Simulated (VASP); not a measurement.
# GaP (I-4m2) in VASP: a series of runs

Runs on GaP. Level: LDA. Tasks: single point.

Everything below comes from runs of VASP 6.6.1. Logs are shortened: lines on timing, memory, paths and dates and some standing lists are left out, and cuts for length are marked.

## Step 1: The cell of the first run

Symmetry: I-4m2, No. 119, tetragonal system. The conventional cell has a = 3.854 Å, b = 3.854 Å, c = 5.532 Å, α = 90.00°, β = 90.00°, γ = 90.00°. Within 3.1 Å of Ga (site symmetry -4m2) lie 4 P at 2.37 Å. Within 3.1 Å of P (site symmetry -4m2) lie 4 Ga at 2.37 Å.

## Step 2: Single point, LDA (strain +0.0150 x Voigt [0, 1, 0, 0, 0, 0])

INCAR reads:

```
PREC     = Accurate       # precision mode
ENCUT    = 520            # plane-wave cutoff, eV
EDIFF    = 1E-6           # SCF threshold, eV
ISMEAR   = 0              # smearing method
SIGMA    = 0.05           # smearing width, eV
LREAL    = F              # projectors in reciprocal space
LASPH    = T              # aspherical terms in the spheres
NELM     = 80             # most SCF steps
ALGO     = Normal         # electronic algorithm
ISIF     = 2              # what is computed and relaxed
LWAVE    = F              # write WAVECAR
LCHARG   = T              # write CHGCAR
GGA      = CA             # functional
LELF     = T              # ELF
LVHAR    = T            
NBANDS   = 16             # bands
```

KPOINTS reads:

```
Automatic mesh
0
Gamma
  8 8 8
```

POSCAR reads:

```
GaP
1.0
    0.0000000000      2.7661287500      2.7252500000
    2.7252500000      0.0000000000      2.7252500000
    2.7252500000      2.7661287500      0.0000000000
Ga P
1 1
Direct
    0.0000000000      0.0000000000      0.0000000000
    0.7500000000      0.7500000000      0.7500000000
```

Potentials or basis: VASP PAW LDA potentials, release 64 (Ga_d, P).

Run with:

```bash
cat potpaw_LDA.64/Ga_d/POTCAR potpaw_LDA.64/P/POTCAR > POTCAR
mpirun -np 1 vasp_std > vasp.out
```

OUTCAR:

```text
PREC = Accurate
   ENCUT = 520
   EDIFF = 1E-6
   ISMEAR = 0
   LREAL = F
   LASPH = T
   NELM = 80
   ISIF = 2
   GGA = CA

 ion  position               nearest neighbor table
   1  0.000  0.000  0.000-   2 2.37   2 2.37   2 2.37   2 2.37
   2  0.750  0.750  0.750-   1 2.37   1 2.37   1 2.37   1 2.37

  LATTYP: Found a body centered tetragonal cell.
 ALAT       =     3.8540855109
 C/A-ratio  =     1.4354267658

  Lattice vectors:

 A1 = (   0.0000000000,  -2.7661287500,   2.7252500000)
 A2 = (   0.0000000000,  -2.7661287500,  -2.7252500000)
 A3 = (   2.7252500000,   2.7661287500,   0.0000000000)

Analysis of symmetry for initial positions (statically):
=====================================================================
 Subroutine PRICEL returns:
 Original cell was already a primitive cell.

 Routine SETGRP: Setting up the symmetry group for a
 body centered tetragonal supercell.

 Subroutine GETGRP returns: Found  8 space group operations
 (whereof  8 operations were pure point group operations)
 out of a pool of 16 trial point group operations.

The static configuration has the point symmetry D_2d.

Analysis of symmetry for dynamics (positions and initial velocities):
=====================================================================
 Subroutine PRICEL returns:
 Original cell was already a primitive cell.

 Routine SETGRP: Setting up the symmetry group for a
 body centered tetragonal supercell.

 Subroutine GETGRP returns: Found  8 space group operations
 (whereof  8 operations were pure point group operations)
 out of a pool of 16 trial point group operations.

The dynamic configuration has the point symmetry D_2d.

 Subroutine INISYM returns: Found  8 space group operations
 (whereof  8 operations are pure point group operations),
 and found     1 'primitive' translations

----------------------------------------------------------------------------------------

                                     Primitive cell

  volume of cell :      41.0880

  direct lattice vectors                    reciprocal lattice vectors
     0.000000000  2.766128750  2.725250000    -0.183469406  0.180758036  0.183469406
     2.725250000  0.000000000  2.725250000     0.183469406 -0.180758036  0.183469406
     2.725250000  2.766128750  0.000000000     0.183469406  0.180758036 -0.183469406

  length of vectors
     3.883098740  3.854085511  3.883098740     0.316220673  0.316220673  0.316220673

  position of ions in fractional coordinates (direct lattice)
     0.000000000  0.000000000  0.000000000
     0.750000000  0.750000000  0.750000000

  ion indices of the primitive-cell ions
   primitive index   ion index
                 1           1
                 2           2

----------------------------------------------------------------------------------------

 KPOINTS: Automatic mesh

Automatic generation of k-mesh.
 Grid dimensions read from file:
 generate k-points for:    8    8    8

 Generating k-lattice:

  Cartesian coordinates                     Fractional coordinates (reciprocal lattice)
    -0.022933676  0.022594754  0.022933676     0.125000000  0.000000000  0.000000000
     0.022933676 -0.022594754  0.022933676    -0.000000000  0.125000000 -0.000000000
     0.022933676  0.022594754 -0.022933676     0.000000000  0.000000000  0.125000000

  Length of vectors
     0.039527584  0.039527584  0.039527584

  Shift w.r.t. Gamma in fractional coordinates (k-lattice)
     0.000000000  0.000000000  0.000000000

 Subroutine IBZKPT returns following result:
 ===========================================

 Found     59 irreducible k-points:

 Following reciprocal coordinates:
            Coordinates               Weight
  0.000000  0.000000  0.000000      1.000000
  0.125000  0.000000  0.000000      8.000000
  0.250000  0.000000  0.000000      8.000000
  0.375000  0.000000  0.000000      8.000000
  0.500000  0.000000  0.000000      4.000000
  0.125000  0.125000  0.000000      4.000000
[... 16 lines left out ...]
  0.250000  0.000000  0.125000      8.000000
  0.375000  0.000000  0.125000      8.000000
 [... further k-points ...]
   k-points           NKPTS =     59   k-points in BZ     NKDIM =     59   number of bands    NBANDS=     16
   number of dos      NEDOS =    301   number of ions     NIONS =      2
   total plane-waves  NPLWV =  27000
   dimension x,y,z NGX =    30 NGY =   30 NGZ =   30
   dimension x,y,z NGXF=    60 NGYF=   60 NGZF=   60
   ions per type =               1   1
   NGX,Y,Z   is equivalent  to a cutoff of  12.84, 12.94, 12.84 a.u.
   NGXF,Y,Z  is equivalent  to a cutoff of  25.69, 25.88, 25.69 a.u.
 SYSTEM =  unknown system
   PREC   = accura    normal or accurate (medium, high low for compatibility)
   ISTART =      0    job   : 0-new  1-cont  2-samecut
   ICHARG =      2    charge: 1-file 2-atom 10-const
   ISPIN  =      1    spin polarized calculation?
   LNONCOLLINEAR =      F non collinear calculations
   LSORBIT =      F    spin-orbit coupling
[... 55 lines left out ...]
 cond. band min:       5.8176187184   @ k =   0.5000   0.0000   0.0000
 fundamental gap:      1.4362737220
 Fermi energy:         4.6224082509

 k-point     1 :       0.0000    0.0000    0.0000
  band No.  band energies     occupation
      1     -10.3300      2.00000
      2     -10.3257      2.00000
      3     -10.3257      2.00000
      4     -10.2345      2.00000
      5     -10.2326      2.00000
      6      -8.0452      2.00000
[... 8 lines left out ...]
     15      13.9904      0.00000
     16      14.2643      0.00000

 k-point     2 :       0.1250    0.0000    0.0000
  band No.  band energies     occupation
      1     -10.3389      2.00000
      2     -10.3239      2.00000
      3     -10.3214      2.00000
      4     -10.2347      2.00000
      5     -10.2325      2.00000
      6      -7.8469      2.00000
[... 8 lines left out ...]
     15      13.5756      0.00000
     16      13.7021      0.00000

 k-point     3 :       0.2500    0.0000    0.0000
  band No.  band energies     occupation
      1     -10.3646      2.00000
      2     -10.3147      2.00000
      3     -10.3121      2.00000
      4     -10.2338      2.00000
      5     -10.2309      2.00000
      6      -7.2831      2.00000
[... 8 lines left out ...]
     15      13.3087      0.00000
     16      13.9921      0.00000

 k-point     4 :       0.3750    0.0000    0.0000
  band No.  band energies     occupation
      1     -10.3886      2.00000
      2     -10.3075      2.00000
      3     -10.3049      2.00000
      4     -10.2308      2.00000
      5     -10.2269      2.00000
      6      -6.4939      2.00000
[... 8 lines left out ...]
     15      14.4176      0.00000
     16      14.4908      0.00000

 k-point     5 :       0.5000    0.0000    0.0000
  band No.  band energies     occupation
      1     -10.3981      2.00000
      2     -10.3052      2.00000
      3     -10.3027      2.00000
      4     -10.2287      2.00000
      5     -10.2245      2.00000
      6      -6.0090      2.00000
[... 8 lines left out ...]
     15      15.9032      0.00000
     16      16.0243      0.00000

 k-point     6 :       0.1250    0.1250    0.0000
  band No.  band energies     occupation
      1     -10.3454      2.00000
      2     -10.3210      2.00000
      3     -10.3174      2.00000
      4     -10.2381      2.00000
      5     -10.2299      2.00000
      6      -7.7786      2.00000
[... 8 lines left out ...]
     15      14.0728      0.00000
     16      14.3100      0.00000
[... 267 lines left out ...]
 k-point    21 :       0.5000    0.5000    0.0000
  band No.  band energies     occupation
      1     -10.4327      2.00000
      2     -10.2682      2.00000
      3     -10.2669      2.00000
      4     -10.2659      2.00000
      5     -10.2120      2.00000
      6      -5.0889      2.00000
[... 8 lines left out ...]
     15      16.7130      0.00000
     16      17.2142      0.00000

 k-point    22 :       0.1250    0.0000    0.1250
  band No.  band energies     occupation
      1     -10.3490      2.00000
      2     -10.3173      2.00000
      3     -10.3173      2.00000
      4     -10.2361      2.00000
      5     -10.2316      2.00000
      6      -7.7856      2.00000
[... 8 lines left out ...]
     15      14.0210      0.00000
     16      14.5016      0.00000

 k-point    23 :       0.2500    0.0000    0.1250
  band No.  band energies     occupation
      1     -10.3686      2.00000
      2     -10.3101      2.00000
      3     -10.3075      2.00000
      4     -10.2386      2.00000
      5     -10.2291      2.00000
      6      -7.3460      2.00000
[... 8 lines left out ...]
     15      14.4111      0.00000
     16      15.1690      0.00000

 k-point    24 :       0.3750    0.0000    0.1250
  band No.  band energies     occupation
      1     -10.3884      2.00000
      2     -10.3049      2.00000
      3     -10.2994      2.00000
      4     -10.2365      2.00000
      5     -10.2269      2.00000
      6      -6.6155      2.00000
[... 8 lines left out ...]
     15      14.9251      0.00000
     16      15.1517      0.00000

 [... further k-points ...]

------------------------ aborting loop because EDIFF is reached ----------------------------------------

  FORCE on cell =-STRESS in cart. coord.  units (eV):
  Direction    XX          YY          ZZ          XY          YZ          ZX
  --------------------------------------------------------------------------------------
  -------------------------------------------------------------------------------------
  Total       -0.8732728     -1.1770364     -0.8732728      0.0000000      0.0000000      0.0000000
  in kB      -34.0522207    -45.8971175    -34.0522207      0.0000000      0.0000000      0.0000000
  external PRESSURE =     -38.0005197 kB  Pullay stress =       0.0000000 kB

 VOLUME and BASIS-vectors are now :
 -----------------------------------------------------------------------------
  energy-cutoff  :      520.00
  volume of cell :       41.09
      direct lattice vectors                 reciprocal lattice vectors
     0.000000000  2.766128750  2.725250000    -0.183469406  0.180758036  0.183469406
     2.725250000  0.000000000  2.725250000     0.183469406 -0.180758036  0.183469406
     2.725250000  2.766128750  0.000000000     0.183469406  0.180758036 -0.183469406

 POSITION                                       TOTAL-FORCE (eV/Angst)
 -----------------------------------------------------------------------------------
      0.00000      0.00000      0.00000        -0.000000      0.000000     -0.000000
      4.08788      4.14919      4.08788         0.000000     -0.000000      0.000000
 -----------------------------------------------------------------------------------
    total drift:                               -0.000000      0.000000     -0.000000

  FREE ENERGIE OF THE ION-ELECTRON SYSTEM (eV)
  ---------------------------------------------------
  free  energy   TOTEN  =       -10.4266368250 eV

  energy  without entropy=      -10.4266368250  energy(sigma->0) =      -10.42663683
```

Run time: 16 s. Hardware: 1 thread of Intel Xeon 6975P-C (Granite Rapids), shared host; peak memory 0.17 GiB.

Results:

| Item | Value |
| --- | --- |
| Free energy | -10.4266 eV |
| Pressure | -3.8 GPa |
| Band gap on the k mesh | 1.44 eV, indirect (least direct gap 1.48 eV) |

Stress tensor (GPa, compression positive):
```
-3.41  0.00  0.00
 0.00 -4.59  0.00
 0.00  0.00 -3.41
```

Levels at points of the mesh, in eV from the valence-band top:
```tsv
k point	band 5	band 6	band 7	band 8	band 9	band 10	band 11	band 12	band 13	band 14
(0.00, 0.00, 0.00)	-14.61	-12.43	-0.09	0.00	0.00	1.48	3.76	3.76	3.79	8.40
(0.50, 0.00, 0.00)	-14.61	-10.39	-6.65	-1.20	-1.07	1.44	4.56	4.66	7.99	10.50
(0.50, 0.50, 0.00)	-14.59	-9.47	-6.77	-2.72	-2.71	1.46	1.62	10.29	10.30	10.84
(0.50, 0.00, 0.50)	-14.60	-9.54	-6.86	-2.62	-2.62	1.57	1.76	10.32	10.32	10.71
```

Caveat: the cell differs from its parent crystal (strain +0.0150 x Voigt [0, 1, 0, 0, 0, 0]).

## Step 3: Single point, LDA (strain +0.0300 x Voigt [0, 1, 0, 0, 0, 0])

INCAR reads:

```
SYSTEM = GaP
  ALGO = Normal
  EDIFF = 1E-6
  ENCUT = 520
  GGA = CA
  ISIF = 2
  ISMEAR = 0
  LASPH = .TRUE.
  LCHARG = .FALSE.
  LREAL = .FALSE.
  LWAVE = .FALSE.
  NBANDS = 16
  NELM = 100
  PREC = Accurate
  SIGMA = 0.05
```

KPOINTS reads:

```
k-points
0
G
  8 8 8
  0 0 0
```

POSCAR reads:

```
GaP
1.0
    0.0000000000      2.8070075000      2.7252500000
    2.7252500000      0.0000000000      2.7252500000
    2.7252500000      2.8070075000      0.0000000000
Ga P
1 1
Direct
    0.0000000000      0.0000000000      0.0000000000
    0.7500000000      0.7500000000      0.7500000000
```

Potentials or basis: VASP PAW LDA potentials, release 64 (Ga_d, P).

Run with:

```bash
cat potpaw_LDA.64/Ga_d/POTCAR potpaw_LDA.64/P/POTCAR > POTCAR
mpirun -np 1 vasp_std > vasp.out
```

Wall time 16 s (1 thread of Intel Xeon 6975P-C (Granite Rapids), shared host); peak memory 0.16 GiB.

It converged, with:

```
Free energy            : -10.4059 eV
Pressure               : -4.8 GPa
Band gap on the k mesh : 1.33 eV, direct
```

Stress tensor (GPa, compression positive):
```
-4.04  0.00  0.00
 0.00 -6.43  0.00
 0.00  0.00 -4.04
```

Levels at points of the mesh, in eV from the valence-band top:
```tsv
k point	band 6	band 7	band 8	band 9	band 10	band 11	band 12	band 13
(0.00, 0.00, 0.00)	-12.35	-0.17	0.00	0.00	1.33	3.72	3.72	3.79
(0.50, 0.00, 0.00)	-10.36	-6.60	-1.26	-1.02	1.35	4.49	4.69	7.94
(0.50, 0.50, 0.00)	-9.44	-6.70	-2.73	-2.72	1.43	1.56	10.10	10.14
(0.50, 0.00, 0.50)	-9.56	-6.89	-2.53	-2.53	1.63	1.84	10.18	10.18
```

Caveat: the cell differs from its parent crystal (strain +0.0300 x Voigt [0, 1, 0, 0, 0, 0]).

## Step 4: Single point, LDA (strain +0.0450 x Voigt [0, 1, 0, 0, 0, 0])

INCAR reads:

```
  PREC = Accurate
  ENCUT = 520
  EDIFF = 1E-6
  ISMEAR = 0
  SIGMA = 0.05
  LREAL = F
  LASPH = T
  NELM = 80
  ALGO = Normal
  ISIF = 2
  LWAVE = F
  LCHARG = T
  GGA = CA
  LELF = T
  LVHAR = T
  NBANDS = 16
```

KPOINTS reads:

```
regular mesh
0
Gamma
  8 8 8
```

POSCAR reads:

```
GaP
1.0
    0.0000000000      2.8478862500      2.7252500000
    2.7252500000      0.0000000000      2.7252500000
    2.7252500000      2.8478862500      0.0000000000
Ga P
1 1
Direct
    0.0000000000      0.0000000000      0.0000000000
    0.7500000000      0.7500000000      0.7500000000
```

Run with:

```bash
cat potpaw_LDA.64/Ga_d/POTCAR potpaw_LDA.64/P/POTCAR > POTCAR
mpirun -np 1 vasp_std > vasp.out
```

Run time: 16 s. Hardware: 1 thread of Intel Xeon 6975P-C (Granite Rapids), shared host; peak memory 0.17 GiB.

It converged, with:

```yaml
Free_energy: -10.3783 eV
Pressure: -5.8 GPa
Band_gap_on_the_k_mesh: 1.18 eV, direct
```

Stress tensor (GPa, compression positive):
```
-4.58  0.00  0.00
 0.00 -8.20  0.00
 0.00  0.00 -4.58
```

Levels at points of the mesh, in eV from the valence-band top:
```tsv
k point	band 7	band 8	band 9	band 10	band 11	band 12
(0.00, 0.00, 0.00)	-0.26	0.00	0.00	1.18	3.69	3.69
(0.50, 0.00, 0.00)	-6.55	-1.33	-0.97	1.26	4.44	4.71
(0.50, 0.50, 0.00)	-6.63	-2.75	-2.72	1.40	1.50	9.88
(0.50, 0.00, 0.50)	-6.91	-2.44	-2.44	1.70	1.91	10.04
```

Caveat: the cell differs from its parent crystal (strain +0.0450 x Voigt [0, 1, 0, 0, 0, 0]). A k mesh can miss the band edges.

## Step 5: Single point, LDA (strain +0.0600 x Voigt [0, 1, 0, 0, 0, 0])

INCAR reads:

```
  PREC = Accurate
  ENCUT = 520
  EDIFF = 1E-6
  ISMEAR = 0
  SIGMA = 0.05
  LREAL = F
  LASPH = T
  NELM = 100
  ALGO = Normal
  ISIF = 2
  LWAVE = F
  LCHARG = F
  NBANDS = 16
```

KPOINTS is that of step 4.

POSCAR reads:

```
GaP
1.0
    0.0000000000      2.8887650000      2.7252500000
    2.7252500000      0.0000000000      2.7252500000
    2.7252500000      2.8887650000      0.0000000000
Ga P
1 1
Direct
    0.0000000000      0.0000000000      0.0000000000
    0.7500000000      0.7500000000      0.7500000000
```

Run with:

```bash
cat potpaw_LDA.64/Ga_d/POTCAR potpaw_LDA.64/P/POTCAR > POTCAR
mpirun -np 1 vasp_std > vasp.out
```

Wall time 15 s (1 thread of Intel Xeon 6975P-C (Granite Rapids), shared host); peak memory 0.17 GiB.

The run converged. Its results:

```
Free energy            : -10.3442 eV
Pressure               : -6.7 GPa
Band gap on the k mesh : 1.02 eV, direct
```

Stress tensor (GPa, compression positive):
```
-5.05  0.00  0.00
 0.00 -9.90  0.00
 0.00  0.00 -5.05
```

Levels at points of the mesh, in eV from the valence-band top:
```csv
k point,band 6,band 7,band 8,band 9,band 10,band 11,band 12,band 13
"(0.00, 0.00, 0.00)",-12.20,-0.34,0.00,0.00,1.02,3.66,3.66,3.80
"(0.50, 0.00, 0.00)",-10.29,-6.50,-1.39,-0.92,1.16,4.40,4.73,7.83
"(0.50, 0.50, 0.00)",-9.38,-6.56,-2.75,-2.72,1.37,1.44,9.66,9.76
"(0.50, 0.00, 0.50)",-9.61,-6.92,-2.36,-2.36,1.76,1.97,9.89,9.89
```

Caveat: the cell differs from its parent crystal (strain +0.0600 x Voigt [0, 1, 0, 0, 0, 0]). A k mesh can miss the band edges.

## Step 6: Single point, LDA (strain +0.0525 x Voigt [0, 1, 0, 0, 0, 0])

INCAR reads:

```
SYSTEM = GaP
ALGO = Normal
EDIFF = 1E-7
ENCUT = 520
ISIF = 2
ISMEAR = 0
LASPH = .True.
LCHARG = .False.
LREAL = .False.
LWAVE = .False.
NBANDS = 16
NELM = 100
PREC = Accurate
SIGMA = 0.05
```

KPOINTS reads:

```
k-points
0
Gamma
  8 8 8
  0 0 0
```

POSCAR reads:

```
GaP
1.0
    0.0000000000      2.8683256250      2.7252500000
    2.7252500000      0.0000000000      2.7252500000
    2.7252500000      2.8683256250      0.0000000000
Ga P
1 1
Direct
    0.0000000000      0.0000000000      0.0000000000
    0.7500000000      0.7500000000      0.7500000000
```

Potentials or basis: VASP PAW LDA potentials, release 64 (Ga_d, P).

Run with:

```bash
cat potpaw_LDA.64/Ga_d/POTCAR potpaw_LDA.64/P/POTCAR > POTCAR
mpirun -np 1 vasp_std > vasp.out
```

Wall time 16 s (1 thread of Intel Xeon 6975P-C (Granite Rapids), shared host); peak memory 0.17 GiB.

The run converged. Its results:

```
Free energy            : -10.3621 eV
Pressure               : -6.2 GPa
Band gap on the k mesh : 1.10 eV, direct
```

Stress tensor (GPa, compression positive):
```
-4.79  0.00  0.00
 0.00 -9.02  0.00
 0.00  0.00 -4.79
```

Levels at points of the mesh, in eV from the valence-band top:
| k point | band 6 | band 7 | band 8 | band 9 | band 10 | band 11 | band 12 | band 13 |
| --- | --- | --- | --- | --- | --- | --- | --- | --- |
| (0.00, 0.00, 0.00) | -12.23 | -0.30 | 0.00 | 0.00 | 1.10 | 3.68 | 3.68 | 3.79 |
| (0.50, 0.00, 0.00) | -10.31 | -6.53 | -1.36 | -0.95 | 1.21 | 4.42 | 4.72 | 7.86 |
| (0.50, 0.50, 0.00) | -9.39 | -6.60 | -2.75 | -2.72 | 1.39 | 1.47 | 9.77 | 9.86 |
| (0.50, 0.00, 0.50) | -9.60 | -6.92 | -2.40 | -2.40 | 1.73 | 1.94 | 9.96 | 9.96 |

Caveat: the cell differs from its parent crystal (strain +0.0525 x Voigt [0, 1, 0, 0, 0, 0]). A k mesh can miss the band edges.

## Step 7: Summary

```csv
cell,gap on the mesh (eV),pressure (GPa)
"a = 3.883, b = 3.854 Å, angles 60.2, 59.5, 60.2°, 2 atoms",1.44,-3.8
"a = 3.912, b = 3.854 Å, angles 60.5, 59.0, 60.5°, 2 atoms",1.33,-4.8
"a = 3.942, b = 3.854 Å, angles 60.7, 58.5, 60.7°, 2 atoms",1.18,-5.8
"a = 3.971, b = 3.854 Å, angles 61.0, 58.1, 61.0°, 2 atoms",1.02,-6.7
"a = 3.957, b = 3.854 Å, angles 60.9, 58.3, 60.9°, 2 atoms",1.10,-6.2
```

Alike in all rows: task single point; level LDA; potentials or basis VASP PAW LDA potentials, release 64 (Ga_d, P); no spin polarisation; k mesh 8 × 8 × 8; cutoff (eV) 520; smearing gaussian 0.05 eV.

Total energies depend on the potentials used, so only differences within one code and one set of settings carry meaning.
